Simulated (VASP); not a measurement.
# SiC4 (Im-3m) in VASP: notebook

The runs below take SiC4 through single point, relaxation of cell and atoms, with PBE.

Everything below comes from runs of VASP 6.6.1. Logs are shortened: lines on timing, memory, paths and dates and some standing lists are left out, and cuts for length are marked.

## Step 1: The cell of the first run

It takes space group Im-3m (No. 229, cubic). Conventional cell: a = 4.387 Å, b = 4.387 Å, c = 4.387 Å, α = 90.00°, β = 90.00°, γ = 90.00°. Within 2.5 Å of Si (site symmetry m-3m) lie 8 C at 1.90 Å. C (site symmetry -3m) has 2 Si at 1.90 Å and 6 C at 2.19 Å within 2.5 Å.

## Step 2: Single point, PBE

File INCAR:

```
SYSTEM = SiC4
ALGO     = Normal         ! electronic algorithm
EDIFF    = 1E-6           ! SCF threshold, eV
ENCUT    = 600            ! plane-wave cutoff, eV
GGA      = PE             ! functional
GGA_COMPAT= .FALSE.      
ISIF     = 2              ! what is computed and relaxed
ISMEAR   = 0              ! smearing method
LASPH    = .TRUE.         ! aspherical terms in the spheres
LCHARG   = .TRUE.         ! write CHGCAR
LELF     = .TRUE.         ! ELF
LREAL    = .FALSE.        ! projectors in reciprocal space
LVHAR    = .TRUE.       
LWAVE    = .FALSE.        ! write WAVECAR
NBANDS   = 18             ! bands
NELM     = 120            ! most SCF steps
PREC     = Accurate       ! precision mode
SIGMA    = 0.1            ! smearing width, eV
```

File KPOINTS:

```
k-points
0
G
  6 6 6
  0 0 0
```

File POSCAR:

```
SiC4
1.0
   -2.1933300302      2.1933300302      2.1933300302
    2.1933300302     -2.1933300302      2.1933300302
    2.1933300302      2.1933300302     -2.1933300302
Si C
1 4
Direct
    0.0000000000      0.0000000000      0.0000000000
    0.0000000000      0.0000000000      0.5000000000
    0.0000000000      0.5000000000      0.0000000000
    0.5000000000      0.0000000000      0.0000000000
    0.5000000000      0.5000000000      0.5000000000
```

Potentials or basis: VASP PAW PBE potentials, release 64 (Si, C).

Started as:

```bash
> cat potpaw_PBE.64/Si/POTCAR potpaw_PBE.64/C/POTCAR > POTCAR
> mpirun -np 1 vasp_std > vasp.out
```

OUTCAR:

```text
SYSTEM = SiC4
   EDIFF = 1E-6
   ENCUT = 600
   GGA = PE
   ISIF = 2
   ISMEAR = 0
   LASPH = .TRUE.
   LREAL = .FALSE.
   NELM = 120
   PREC = Accurate

 ion  position               nearest neighbor table
   1  0.000  0.000  0.000-   2 1.90   3 1.90   4 1.90   5 1.90   2 1.90   3 1.90   4 1.90   5 1.90

   2  0.000  0.000  0.500-   1 1.90   1 1.90
   3  0.000  0.500  0.000-   1 1.90   1 1.90
   4  0.500  0.000  0.000-   1 1.90   1 1.90
   5  0.500  0.500  0.500-   1 1.90   1 1.90

  LATTYP: Found a body centered cubic cell.
 ALAT       =     4.3866600604

  Lattice vectors:

 A1 = (  -2.1933300302,   2.1933300302,   2.1933300302)
 A2 = (   2.1933300302,  -2.1933300302,   2.1933300302)
 A3 = (   2.1933300302,   2.1933300302,  -2.1933300302)

Analysis of symmetry for initial positions (statically):
=====================================================================
 Subroutine PRICEL returns:
 Original cell was already a primitive cell.

 Routine SETGRP: Setting up the symmetry group for a
 body centered cubic supercell.

 Subroutine GETGRP returns: Found 48 space group operations
[... 9 lines left out ...]

 Routine SETGRP: Setting up the symmetry group for a
 body centered cubic supercell.

 Subroutine GETGRP returns: Found 48 space group operations
[... 11 lines left out ...]
                                     Primitive cell

  volume of cell :      42.2058

  direct lattice vectors                    reciprocal lattice vectors
    -2.193330030  2.193330030  2.193330030     0.000000000  0.227963869  0.227963869
     2.193330030 -2.193330030  2.193330030     0.227963869  0.000000000  0.227963869
     2.193330030  2.193330030 -2.193330030     0.227963869  0.227963869  0.000000000

  length of vectors
     3.798959050  3.798959050  3.798959050     0.322389595  0.322389595  0.322389595

  position of ions in fractional coordinates (direct lattice)
     0.000000000  0.000000000  0.000000000
     0.000000000  0.000000000  0.500000000
     0.000000000  0.500000000  0.000000000
     0.500000000  0.000000000  0.000000000
     0.500000000  0.500000000  0.500000000

  ion indices of the primitive-cell ions
   primitive index   ion index
                 1           1
                 2           2
                 3           3
                 4           4
                 5           5

----------------------------------------------------------------------------------------

 KPOINTS: k-points

Automatic generation of k-mesh.
 Grid dimensions read from file:
 generate k-points for:    6    6    6

 Generating k-lattice:

  Cartesian coordinates                     Fractional coordinates (reciprocal lattice)
     0.000000000  0.037993978  0.037993978     0.166666667  0.000000000  0.000000000
     0.037993978  0.000000000  0.037993978     0.000000000  0.166666667  0.000000000
     0.037993978  0.037993978  0.000000000     0.000000000  0.000000000  0.166666667

  Length of vectors
     0.053731599  0.053731599  0.053731599

  Shift w.r.t. Gamma in fractional coordinates (k-lattice)
     0.000000000  0.000000000  0.000000000

 Subroutine IBZKPT returns following result:
 ===========================================

 Found     16 irreducible k-points:

 Following reciprocal coordinates:
            Coordinates               Weight
  0.000000  0.000000  0.000000      1.000000
  0.166667  0.000000  0.000000     12.000000
  0.333333  0.000000  0.000000     12.000000
  0.500000  0.000000  0.000000      6.000000
  0.166667  0.166667  0.000000     24.000000
  0.333333  0.166667 -0.000000     48.000000
[... 8 lines left out ...]
  0.500000  0.500000  0.333333     12.000000
  0.500000  0.500000  0.500000      1.000000
   k-points           NKPTS =     16   k-points in BZ     NKDIM =     16   number of bands    NBANDS=     18
   number of dos      NEDOS =    301   number of ions     NIONS =      5
   total plane-waves  NPLWV =  27000
   dimension x,y,z NGX =    30 NGY =   30 NGZ =   30
   dimension x,y,z NGXF=    60 NGYF=   60 NGZF=   60
   ions per type =               1   4
   NGX,Y,Z   is equivalent  to a cutoff of  13.13, 13.13, 13.13 a.u.
   NGXF,Y,Z  is equivalent  to a cutoff of  26.26, 26.26, 26.26 a.u.
 SYSTEM =  SiC4
   PREC   = accura    normal or accurate (medium, high low for compatibility)
   ISTART =      0    job   : 0-new  1-cont  2-samecut
   ICHARG =      2    charge: 1-file 2-atom 10-const
   ISPIN  =      1    spin polarized calculation?
   LNONCOLLINEAR =      F non collinear calculations
   LSORBIT =      F    spin-orbit coupling
   LASPH  =      T    aspherical Exc in radial PAW
   ENCUT  =  600.0 eV  44.10 Ry    6.64 a.u.   7.59  7.59  7.59*2*pi/ulx,y,z
   NELM   =    120;   NELMIN=  2; NELMDL= -5     # of ELM steps
   EDIFF  = 0.1E-05   stopping-criterion for ELM
   LREAL  =      F    real-space projection
   EDIFFG = 0.1E-04   stopping-criterion for IOM
   NSW    =      0    number of steps for IOM
   IBRION =     -1    ionic relax: 0-MD 1-quasi-New 2-CG
   NFREE  =      0    steps in history (QN), initial steepest desc. (CG)
   ISIF   =      2    stress and relaxation
   ISYM   =      2    0-nonsym 1-usesym 2-fastsym
   POTIM  = 0.5000    time-step for ionic-motion
   TEBEG  =    0.0;   TEEND  =   0.0 temperature during run
   PSTRESS=    0.0 pullay stress
   NELECT =      20.0000    total number of electrons
   NUPDOWN=      -1.0000    fix difference up-down
   EMIN   =  10.00;   EMAX   =-10.00  energy-range for DOS
   EFERMI =   0.00;   METHOD = LEGACY
   ISMEAR =     0;   SIGMA  =   0.10  broadening in eV -4-tet -1-fermi 0-gaus
   EFERMI_NEDOS =   21; number of points for ismear=-14 and -15
   IALGO  =     38    algorithm
   IMIX   =      4    mixing-type and parameters
     AMIX     =   0.40;   BMIX     =  1.00
     AMIX_MAG =   1.60;   BMIX_MAG =  1.00
  volume/ion in A,a.u.               =       8.44        56.96
  Fermi-wavevector in a.u.,A,eV,Ry     =   1.276324  2.411902 22.163922  1.629002
  Thomas-Fermi vector in A             =   2.408986
   LORBIT       =      0    0 simple, 1 ext, 2 COOP (PROOUT), +10 PAW based schemes
   GGA     = PE    functional components
   LHFCALC =     F    Hartree Fock is set to
   AEXX    =    0.0000 exact exchange contribution
   IVDW    =     0    specifies the selected vdW correction
   LEPSILON=     F    determine dielectric tensor
   LRPA    =     F    only Hartree local field effects (RPA)
 non-spin polarized calculation
 Gauss-broadening in eV      SIGMA  =   0.10
  energy-cutoff  :      600.00
  volume of cell :       42.21
 maximum number of plane-waves:      1433
   NGX = 15   NGY = 15   NGZ = 15

 number of electron      20.0000000 magnetization

 Free energy of the ion-electron system (eV)
  ---------------------------------------------------
  ext. energy  EPLUGINS =         0.00000000
  ---------------------------------------------------
  free energy    TOTEN  =       -28.67988876 eV

  energy without entropy =      -28.67164468  energy(sigma->0) =      -28.67576672

 E-fermi :   8.1842     XC(G=0): -11.9432

 val. band max:        8.0820196450   @ k =   0.3333   0.0000   0.0000
 cond. band min:       8.2397266801   @ k =   0.1667   0.1667   0.0000
 fundamental gap:      0.1577070351
 Fermi energy:         8.1841933446

 k-point     1 :       0.0000    0.0000    0.0000
  band No.  band energies     occupation
      1     -10.0559      2.00000
      2       0.1956      2.00000
      3       0.1956      2.00000
      4       0.1956      2.00000
      5       0.2758      2.00000
      6       0.2758      2.00000
[... 10 lines left out ...]
     17      13.6330      0.00000
     18      15.2927      0.00000

 k-point     2 :       0.1667    0.0000    0.0000
  band No.  band energies     occupation
      1      -9.7159      2.00000
      2      -2.0520      2.00000
      3      -1.3056      2.00000
      4      -0.2657      2.00000
      5       0.2637      2.00000
      6       1.2655      2.00000
[... 10 lines left out ...]
     17      14.7067      0.00000
     18      14.9664      0.00000

 k-point     3 :       0.3333    0.0000    0.0000
  band No.  band energies     occupation
      1      -8.7304      2.00000
      2      -4.5544      2.00000
      3      -2.2457      2.00000
      4      -0.9823      2.00000
      5       0.3593      2.00000
      6       1.1720      2.00000
[... 10 lines left out ...]
     17      14.1805      0.00000
     18      17.2741      0.00000

 k-point     4 :       0.5000    0.0000    0.0000
  band No.  band energies     occupation
      1      -7.6250      2.00000
      2      -6.2103      2.00000
      3      -2.5614      2.00000
      4      -1.2555      2.00000
      5       0.3840      2.00000
      6       1.0318      2.00000
[... 10 lines left out ...]
     17      16.4511      0.00000
     18      17.3477      0.00000

 k-point     5 :       0.1667    0.1667    0.0000
  band No.  band energies     occupation
      1      -9.0504      2.00000
      2      -3.4562      2.00000
      3      -2.7692      2.00000
      4      -1.1397      2.00000
      5       0.6346      2.00000
      6       2.2815      2.00000
[... 10 lines left out ...]
     17      14.2256      0.00000
     18      16.5827      0.00000

 k-point     6 :       0.3333    0.1667   -0.0000
  band No.  band energies     occupation
      1      -7.8414      2.00000
      2      -5.4307      2.00000
      3      -3.6169      2.00000
      4      -1.6006      2.00000
      5       0.7526      2.00000
      6       2.6209      2.00000
[... 139 lines left out ...]
 k-point    13 :      -0.3333    0.5000    0.1667
  band No.  band energies     occupation
      1      -7.2358      2.00000
      2      -5.1285      2.00000
      3      -4.6313      2.00000
      4      -1.3877      2.00000
      5       0.7230      2.00000
      6       2.0157      2.00000
[... 10 lines left out ...]
     17      15.4303      0.00000
     18      18.2168      0.00000

 k-point    14 :      -0.3333    0.3333    0.3333
  band No.  band energies     occupation
      1      -7.4416      2.00000
      2      -4.1829      2.00000
      3      -4.1829      2.00000
      4      -2.9346      2.00000
      5       0.9529      2.00000
      6       2.4883      2.00000
[... 10 lines left out ...]
     17      14.2694      0.00000
     18      18.2890      0.00000

 k-point    15 :       0.5000    0.5000    0.3333
  band No.  band energies     occupation
      1      -6.3382      2.00000
      2      -5.2716      2.00000
      3      -4.4948      2.00000
      4      -3.0292      2.00000
      5       0.9310      2.00000
      6       1.3950      2.00000
[... 10 lines left out ...]
     17      15.8770      0.00000
     18      16.2733      0.00000

 k-point    16 :       0.5000    0.5000    0.5000
  band No.  band energies     occupation
      1      -4.8754      2.00000
      2      -4.8070      2.00000
      3      -4.8070      2.00000
      4      -4.8070      2.00000
      5       0.2882      2.00000
      6       0.2882      2.00000
[... 10 lines left out ...]
     17      16.0014      0.00000
     18      16.0014      0.00000

------------------------ aborting loop because EDIFF is reached ----------------------------------------

  FORCE on cell =-STRESS in cart. coord.  units (eV):
  Direction    XX          YY          ZZ          XY          YZ          ZX
  --------------------------------------------------------------------------------------
  -------------------------------------------------------------------------------------
  Total       -0.1928070     -0.1928070     -0.1928070      0.0000000      0.0000000      0.0000000
  in kB       -7.3191640     -7.3191640     -7.3191640      0.0000000      0.0000000      0.0000000
  external PRESSURE =      -7.3191640 kB  Pullay stress =       0.0000000 kB

 VOLUME and BASIS-vectors are now :
 -----------------------------------------------------------------------------
  energy-cutoff  :      600.00
  volume of cell :       42.21
      direct lattice vectors                 reciprocal lattice vectors
    -2.193330030  2.193330030  2.193330030     0.000000000  0.227963869  0.227963869
     2.193330030 -2.193330030  2.193330030     0.227963869  0.000000000  0.227963869
     2.193330030  2.193330030 -2.193330030     0.227963869  0.227963869  0.000000000

 POSITION                                       TOTAL-FORCE (eV/Angst)
 -----------------------------------------------------------------------------------
      0.00000      0.00000      0.00000         0.000000     -0.000000     -0.000000
      1.09667      1.09667     -1.09667         0.000000      0.000000      0.000000
      1.09667     -1.09667      1.09667        -0.000000      0.000000      0.000000
     -1.09667      1.09667      1.09667        -0.000000     -0.000000     -0.000000
      1.09667      1.09667      1.09667         0.000000     -0.000000      0.000000
 -----------------------------------------------------------------------------------
    total drift:                                0.000000      0.000000     -0.000000

  FREE ENERGIE OF THE ION-ELECTRON SYSTEM (eV)
  ---------------------------------------------------
  free  energy   TOTEN  =       -28.6798887581 eV

  energy  without entropy=      -28.6716446808  energy(sigma->0) =      -28.67576672
```

Wall time 9.2 s (1 thread of Intel Xeon 6975P-C (Granite Rapids), shared host); peak memory 0.16 GiB.

Results:

```
Free energy            : -28.6799 eV
Pressure               : -0.7 GPa
Band gap on the k mesh : zero (band 10 reaches 8.67 eV, above the bottom of band 11 at 7.97 eV)
```

## Step 3: Relaxation of cell and atoms, PBE

This run uses another cell than the first one, of 13.00 Å³/atom, 1.540 times its volume.

File INCAR:

```
  PREC = Accurate
  ENCUT = 600
  EDIFF = 1E-7
  ISMEAR = 0
  SIGMA = 0.1
  LREAL = F
  LASPH = T
  NELM = 120
  ALGO = Normal
  ISIF = 3
  LWAVE = F
  LCHARG = F
  GGA = PE
  IBRION = 2
  NSW = 90
  EDIFFG = -0.04
  GGA_COMPAT = F
  NELMIN = 4
```

File KPOINTS:

```
regular mesh
0
Gamma
  6 6 6
```

Changes to POSCAR since step 2:

```diff
@@ -2,5 +2,5 @@
 1.0
-   -2.1933300302      2.1933300302      2.1933300302
-    2.1933300302     -2.1933300302      2.1933300302
-    2.1933300302      2.1933300302     -2.1933300302
+   -2.5326690600      2.5326690600      2.5326690600
+    2.5326690600     -2.5326690600      2.5326690600
+    2.5326690600      2.5326690600     -2.5326690600
 Si C
```

Potentials or basis: VASP PAW PBE potentials, release 64 (Si, C).

Started as:

```bash
> cat potpaw_PBE.64/Si/POTCAR potpaw_PBE.64/C/POTCAR > POTCAR
> mpirun -np 1 vasp_std > vasp.out
```

Run time: 48 s. Hardware: 1 thread of Intel Xeon 6975P-C (Granite Rapids), shared host; peak memory 0.2 GiB.

Results (log left out):

| Quantity | Value |
| --- | --- |
| Free energy | -28.7063 eV |
| Relaxed volume | 8.42 Å³/atom |
| Relaxed cell | a = 3.796 Å, b = 3.796 Å, c = 3.796 Å, α = 109.47°, β = 109.47°, γ = 109.47° |
| Space group after relaxing (to 0.05 Å) | Im-3m (No. 229) |
| Energy gained by relaxing | 666.3 meV/atom |
| Ionic steps | 5 |
| Pressure after relaxing | -0.3 GPa |
| Band gap on the k mesh | zero (band 10 reaches 8.71 eV, above the bottom of band 11 at 7.99 eV) |

Step by step:
```tsv
step	energy change (eV)	largest force (eV/Å)	pressure (GPa)	volume (Å³)
1	0.0000	0.0000	-32.65	64.98
2	-3.3178	0.0000	-3.86	43.12
3	-3.3311	0.0000	-0.76	42.22
4	-3.3310	0.0000	0.86	41.83
5	-3.3315	0.0000	-0.31	42.11
```

Final structure:
```xyz
5
Lattice="-2.1916 2.1916 2.1916 2.1916 -2.1916 2.1916 2.1916 2.1916 -2.1916" Properties=species:S:1:pos:R:3 pbc="T T T"
Si    0.0000    0.0000    0.0000
C     3.2875   -1.0958    1.0958
C     1.0958   -1.0958    1.0958
C    -1.0958    1.0958    1.0958
C     1.0958    1.0958    1.0958
```

Levels at points of the mesh, in eV from the Fermi level:
```tsv
k point	band 6	band 7	band 8	band 9	band 10	band 11	band 12	band 13	band 14
(0.00, 0.00, 0.00)	-7.91	-7.91	-4.21	-4.21	-4.21	1.24	3.39	3.39	3.39
(0.50, 0.00, 0.00)	-7.17	-2.72	-1.91	-1.72	-1.47	-0.17	0.93	1.18	2.92
(0.50, 0.50, 0.50)	-7.92	-3.30	-3.30	-3.30	-2.68	4.29	4.29	4.29	5.79
```

Caveat: the volume moved by over 15 % at a fixed basis, so the end points are rough.
